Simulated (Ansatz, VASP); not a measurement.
## H4C in VASP and in Ansatz

```
CELL_PARAMETERS angstrom
6.46725 0.00000 0.00000
-3.23363 5.60080 0.00000
0.00000 0.00000 27.41794
ATOMIC_POSITIONS crystal
C 0.54005 0.70707 0.73713
H 0.71950 0.81169 0.72158
H 0.53555 0.77855 0.77310
H 0.41065 0.71797 0.71301
H 0.49468 0.52031 0.74071
```

Alike in both runs: task single point; functional PBE; k mesh 4 × 4 × 1; occupations gaussian, width 0.1 eV; no spin polarisation.

|  | VASP | Ansatz |
| --- | --- | --- |
| version | VASP 6.6.1 | Ansatz 0.2.0 |
| potentials or method | VASP PAW PBE potentials, release 64 (C, H), cutoff 520 eV | scalar-relativistic, plane waves, PAW |
| valence electrons in the cell | 8 | 8 |

VASP gave:

- gap on the k mesh at the Fermi level (eV): 8.28
- rms of the force components (eV/Å): 0.010

**Question.** What did Ansatz give for the same quantities?

**Answer.** gap on the k mesh at the Fermi level (eV): 8.29; rms of the force components (eV/Å): 0.014.

Atom by atom the forces differ by 0.012 eV/Å (rms over components).
